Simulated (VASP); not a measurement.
# SiNi2 (Pnma) in VASP: single point with PBEsol

Aim: the single point of SiNi2 with PBEsol.

All numbers are computed with VASP 6.6.1; they aren't measurements. Logs are shortened: lines on timing, memory, paths and dates and some standing lists are left out, and cuts for length are marked.

## (1) The cell of the first run

Symmetry: Pnma, No. 62, orthorhombic system. The conventional cell has a = 4.712 Å, b = 3.607 Å, c = 6.821 Å, α = 90.00°, β = 90.00°, γ = 90.00°. Within 3.2 Å of Si (site symmetry m) lie 11 Ni at 2.23 to 3.17 Å and 4 Si at 3.01 to 3.03 Å. Within 3.0 Å of Ni (site symmetry m) lie 5 Si at 2.25 to 2.48 Å and 8 Ni at 2.41 to 2.58 Å. Within 3.0 Å of Ni (site symmetry m) lie 5 Si at 2.23 to 2.50 Å and 8 Ni at 2.45 to 2.58 Å.

## (2) Single point, PBEsol (9.66 Å³/atom)

Input file INCAR:

```
PREC = Accurate
ENCUT = 520
EDIFF = 1E-6
ISMEAR = 0
SIGMA = 0.1
LREAL = F
LASPH = T
NELM = 100
ALGO = Fast
ISIF = 2
LWAVE = F
LCHARG = F
GGA = PS
NBANDS = 60
```

Input file KPOINTS:

```
regular mesh
0
Gamma
  8 10 6
```

Input file POSCAR:

```
SiNi2
1.0
    4.7116415215      0.0000000000      0.0000000000
    0.0000000000      3.6069993758      0.0000000000
    0.0000000000      0.0000000000      6.8214697649
Si Ni
4 8
Direct
    0.3009655284      0.7500000000      0.6106277557
    0.6990344716      0.2500000000      0.3893722443
    0.1990344716      0.2500000000      0.1106277557
    0.8009655284      0.7500000000      0.8893722443
    0.9544062840      0.7500000000      0.2130679963
    0.0455937160      0.2500000000      0.7869320037
    0.5455937160      0.2500000000      0.7130679963
    0.4544062840      0.7500000000      0.2869320037
    0.8275249016      0.7500000000      0.5612290217
    0.1724750984      0.2500000000      0.4387709783
    0.6724750984      0.2500000000      0.0612290217
    0.3275249016      0.7500000000      0.9387709783
```

Potentials or basis: VASP PAW PBE potentials, release 64 (Si, Ni).

Command:

```console
$ cat potpaw_PBE.64/Si/POTCAR potpaw_PBE.64/Ni/POTCAR > POTCAR
$ mpirun -np 1 vasp_std > vasp.out
```

OUTCAR:

```text
PREC = Accurate
   ENCUT = 520
   EDIFF = 1E-6
   ISMEAR = 0
   LREAL = F
   LASPH = T
   NELM = 100
   ISIF = 2
   GGA = PS

 ion  position               nearest neighbor table
   1  0.301  0.750  0.611-  10 2.23  10 2.23  12 2.24   7 2.25   7 2.25   9 2.26   8 2.32   6 2.48
                             6 2.48   9 2.50   2 3.01   2 3.01   4 3.03   4 3.03
   2  0.699  0.250  0.389-   9 2.23   9 2.23  11 2.24   8 2.25   8 2.25  10 2.26   7 2.32   5 2.48
                             5 2.48  10 2.50   1 3.01   1 3.01   3 3.03   3 3.03
   3  0.199  0.250  0.111-  12 2.23  12 2.23  10 2.24   5 2.25   5 2.25  11 2.26   6 2.32   8 2.48
                             8 2.48  11 2.50   4 3.01   4 3.01   2 3.03   2 3.03
   4  0.801  0.750  0.889-  11 2.23  11 2.23   9 2.24   6 2.25   6 2.25  12 2.26   5 2.32   7 2.48
                             7 2.48  12 2.50   3 3.01   3 3.01   1 3.03   1 3.03
   5  0.954  0.750  0.213-   3 2.25   3 2.25   4 2.32   8 2.41   8 2.41   9 2.45  11 2.47  11 2.47
                             2 2.48   2 2.48  12 2.57  10 2.58  10 2.58
   6  0.046  0.250  0.787-   4 2.25   4 2.25   3 2.32   7 2.41   7 2.41  10 2.45  12 2.47  12 2.47
                             1 2.48   1 2.48  11 2.57   9 2.58   9 2.58
   7  0.546  0.250  0.713-   1 2.25   1 2.25   2 2.32   6 2.41   6 2.41  11 2.45   9 2.47   9 2.47
                             4 2.48   4 2.48  10 2.57  12 2.58  12 2.58
   8  0.454  0.750  0.287-   2 2.25   2 2.25   1 2.32   5 2.41   5 2.41  12 2.45  10 2.47  10 2.47
                             3 2.48   3 2.48   9 2.57  11 2.58  11 2.58
   9  0.828  0.750  0.561-   2 2.23   2 2.23   4 2.24   1 2.26   5 2.45   7 2.47   7 2.47   1 2.50
                             8 2.57  10 2.57  10 2.57   6 2.58   6 2.58
  10  0.172  0.250  0.439-   1 2.23   1 2.23   3 2.24   2 2.26   6 2.45   8 2.47   8 2.47   2 2.50
                             7 2.57   9 2.57   9 2.57   5 2.58   5 2.58
  11  0.672  0.250  0.061-   4 2.23   4 2.23   2 2.24   3 2.26   7 2.45   5 2.47   5 2.47   3 2.50
                             6 2.57  12 2.57  12 2.57   8 2.58   8 2.58
  12  0.328  0.750  0.939-   3 2.23   3 2.23   1 2.24   4 2.26   8 2.45   6 2.47   6 2.47   4 2.50
                             5 2.57  11 2.57  11 2.57   7 2.58   7 2.58

  LATTYP: Found a simple orthorhombic cell.
 ALAT       =     3.6069993758
 B/A-ratio  =     1.3062496082
 C/A-ratio  =     1.8911757542

  Lattice vectors:

 A1 = (   0.0000000000,  -3.6069993758,   0.0000000000)
 A2 = (   4.7116415215,   0.0000000000,   0.0000000000)
 A3 = (   0.0000000000,   0.0000000000,   6.8214697649)

Analysis of symmetry for initial positions (statically):
=====================================================================
 Subroutine PRICEL returns:
 Original cell was already a primitive cell.

 Routine SETGRP: Setting up the symmetry group for a
 simple orthorhombic supercell.

 Subroutine GETGRP returns: Found  8 space group operations
 (whereof  2 operations were pure point group operations)
[... 154 lines left out ...]
   EFERMI_NEDOS =   21; number of points for ismear=-14 and -15
   IALGO  =     68    algorithm
   IMIX   =      4    mixing-type and parameters
     AMIX     =   0.40;   BMIX     =  1.00
     AMIX_MAG =   1.60;   BMIX_MAG =  1.00
  volume/ion in A,a.u.               =       9.66        65.19
  Fermi-wavevector in a.u.,A,eV,Ry     =   1.537328  2.905128 32.155694  2.363377
  Thomas-Fermi vector in A             =   2.643852
   LORBIT       =      0    0 simple, 1 ext, 2 COOP (PROOUT), +10 PAW based schemes
   GGA     = PS    functional components
   LHFCALC =     F    Hartree Fock is set to
   AEXX    =    0.0000 exact exchange contribution
   IVDW    =     0    specifies the selected vdW correction
   LEPSILON=     F    determine dielectric tensor
   LRPA    =     F    only Hartree local field effects (RPA)
 non-spin polarized calculation
 RMM-DIIS sequential band-by-band and
 Gauss-broadening in eV      SIGMA  =   0.10
  energy-cutoff  :      520.00
  volume of cell :      115.93
 maximum number of plane-waves:      3150
 NGX is ok and might be reduce to    36
   NGX = 17   NGY = 13   NGZ = 25

 number of electron      96.0000051 magnetization

 Free energy of the ion-electron system (eV)
  ---------------------------------------------------
  ext. energy  EPLUGINS =         0.00000000
  ---------------------------------------------------
  free energy    TOTEN  =       -78.81114780 eV

  energy without entropy =      -78.78182156  energy(sigma->0) =      -78.79648468

 E-fermi :  13.0106     XC(G=0): -13.7349

 val. band max:       13.0071573421   @ k =   0.5000   0.4000   0.1667
 cond. band min:      13.0148515789   @ k =   0.1250   0.1000   0.5000
 fundamental gap:      0.0076942368
 Fermi energy:        13.0106453895

 k-point     1 :       0.0000    0.0000    0.0000
  band No.  band energies     occupation
      1      -0.7623      2.00000
      2       1.9666      2.00000
      3       2.1929      2.00000
      4       4.4461      2.00000
      5       5.6951      2.00000
      6       6.0956      2.00000
[... 1501 lines left out ...]
     59      18.8470      0.00000
     60      20.0148      0.00000

 [... further k-points ...]
[... 5 lines left out ...]
  --------------------------------------------------------------------------------------
  -------------------------------------------------------------------------------------
  Total       18.5713892     18.7129029     18.5790009     -0.0000000      0.0000000      0.0000000
  in kB      256.6603065    258.6160531    256.7655020     -0.0000000      0.0000000      0.0000000
  external PRESSURE =     257.3472872 kB  Pullay stress =       0.0000000 kB

 VOLUME and BASIS-vectors are now :
 -----------------------------------------------------------------------------
  energy-cutoff  :      520.00
  volume of cell :      115.93
      direct lattice vectors                 reciprocal lattice vectors
     4.711641521  0.000000000  0.000000000     0.212240255  0.000000000  0.000000000
     0.000000000  3.606999376  0.000000000     0.000000000  0.277238750  0.000000000
     0.000000000  0.000000000  6.821469765     0.000000000  0.000000000  0.146595973

 POSITION                                       TOTAL-FORCE (eV/Angst)
 -----------------------------------------------------------------------------------
      1.41804      2.70525      4.16538        -0.016078      0.000000      0.001578
      3.29360      0.90175      2.65609         0.016078     -0.000000     -0.001578
      0.93778      0.90175      0.75464         0.016078      0.000000      0.001578
      3.77386      2.70525      6.06683        -0.016078     -0.000000     -0.001578
      4.49682      2.70525      1.45344        -0.018870     -0.000000      0.023328
      0.21482      0.90175      5.36803         0.018870      0.000000     -0.023328
      2.57064      0.90175      4.86417         0.018870      0.000000      0.023328
      2.14100      2.70525      1.95730        -0.018870     -0.000000     -0.023328
      3.89900      2.70525      3.82841        -0.001900      0.000000     -0.005404
      0.81264      0.90175      2.99306         0.001900     -0.000000      0.005404
      3.16846      0.90175      0.41767         0.001900     -0.000000     -0.005404
      1.54318      2.70525      6.40380        -0.001900     -0.000000      0.005404
 -----------------------------------------------------------------------------------
    total drift:                                0.000000     -0.000000     -0.000000

  FREE ENERGIE OF THE ION-ELECTRON SYSTEM (eV)
  ---------------------------------------------------
  free  energy   TOTEN  =       -78.8111477987 eV

  energy  without entropy=      -78.7818215649  energy(sigma->0) =      -78.79648468
```

OSZICAR:

```text
N       E                     dE             d eps       ncg     rms          rms(c)
DAV:   1     0.775280411161E+03    0.77528E+03   -0.40910E+04 14400   0.215E+03
DAV:   2    -0.120274071308E+01   -0.77648E+03   -0.74102E+03 14400   0.454E+02
[... 13 lines left out ...]
RMM:  16    -0.788111417485E+02   -0.30240E-05   -0.34124E-05 20186   0.252E-02    0.336E-02
RMM:  17    -0.788111402003E+02    0.15482E-05   -0.45381E-06 11456   0.886E-03    0.316E-02
RMM:  18    -0.788111445637E+02   -0.43634E-05   -0.40732E-06 12891   0.145E-02    0.419E-02
RMM:  19    -0.788111537896E+02   -0.92259E-05   -0.54057E-05 22700   0.405E-02    0.687E-02
RMM:  20    -0.788111469565E+02    0.68331E-05   -0.27976E-06 10074   0.950E-03    0.595E-02
RMM:  21    -0.788111477987E+02   -0.84222E-06   -0.49012E-07  9099   0.592E-03
   1 F= -.78811148E+02 E0= -.78796485E+02  d E =-.293262E-01
```

stdout:

```text
POSCAR found type information on POSCAR SiNi
 POSCAR found :  2 types and      12 ions
 scaLAPACK will be used
 -----------------------------------------------------------------------------
|                                                                             |
|                                                                             |
|     You enforced a specific xc type in the INCAR file but a different       |
|     I HOPE YOU KNOW WHAT YOU ARE DOING!                                     |
|                                                                             |
 -----------------------------------------------------------------------------

 LDA part: xc-table for (Slater+PW92), standard interpolation
 POSCAR, INCAR and KPOINTS ok, starting setup
 FFT: planning ... GRIDC
 FFT: planning ... GRID_SOFT
 FFT: planning ... GRID
 WAVECAR not read
 entering main loop
```

Wall time 12 min (1 thread of Intel Xeon 6975P-C (Granite Rapids), shared host); peak memory 0.64 GiB.

Results:

```
Free energy            : -78.8111 eV
Pressure               : 25.7 GPa
Largest force          : 0.030 eV/Å
Band gap on the k mesh : zero (bands 48 and 49 overlap by 2.24 eV)
```

Forces in eV/Å, atoms in the order of the input:
```
Si  -0.016  0.000  0.002
Si   0.016  0.000 -0.002
Si   0.016  0.000  0.002
Si  -0.016  0.000 -0.002
Ni  -0.019  0.000  0.023
Ni   0.019  0.000 -0.023
Ni   0.019  0.000  0.023
Ni  -0.019  0.000 -0.023
Ni  -0.002  0.000 -0.005
Ni   0.002  0.000  0.005
Ni   0.002  0.000 -0.005
Ni  -0.002  0.000  0.005
```

Caveat: the cell stands under pressure; the PAW data sets were made with another functional, which shifts forces and pressure a little. Spin polarisation is off, so any magnetic state and its effect on volume and gap are missing.
